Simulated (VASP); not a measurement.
A run of VASP 6.6.1:

Contents of INCAR:

```
SYSTEM = Be2Al
  PREC = Accurate
  ENCUT = 520
  EDIFF = 1E-6
  ISMEAR = 0
  SIGMA = 0.1
  LREAL = .False.
  LASPH = .True.
  NELM = 80
  ALGO = Normal
  ISIF = 2
  LWAVE = .False.
  LCHARG = .True.
  LDIPOL = .True.
  IDIPOL = 3
  DIPOL = 0.5 0.5 0.500
  GGA = PE
  LELF = .True.
  LVHAR = .True.
  LVACPOTAV = .True.
  NBANDS = 10
```

Contents of KPOINTS:

```
regular mesh
0
Gamma
  6 6 1
  0 0 0
```

The input POSCAR:

```
Be2Al
1.0
    2.6950750000      0.0000000000      0.0000000000
    0.0000000000      2.6950750000      0.0000000000
    0.0000000000      0.0000000000     16.0000000000
Be Al
2 1
Direct
    0.0000000000      0.0000000000      0.5481079000
    0.0000000000      0.0000000000      0.4518921000
    0.5000000000      0.5000000000      0.5000000000
```

Potentials or basis: VASP PAW PBE potentials, release 64 (Be, Al).

Run with:

```console
$ cat potpaw_PBE.64/Be/POTCAR potpaw_PBE.64/Al/POTCAR > POTCAR
$ mpirun -np 1 vasp_std > vasp.out
```

Hardware: 1 thread of Intel(R) Xeon(R) Platinum 8375C CPU @ 2.90GHz (Ice Lake) (shared host).

Problem. Estimate the wall time of this run.

Solution. Wall time 15 s on 1 thread of Intel(R) Xeon(R) Platinum 8375C CPU @ 2.90GHz (Ice Lake), with other jobs on the host, peak memory 0.2 GiB. Counts: scf iterations 22, k points 10.
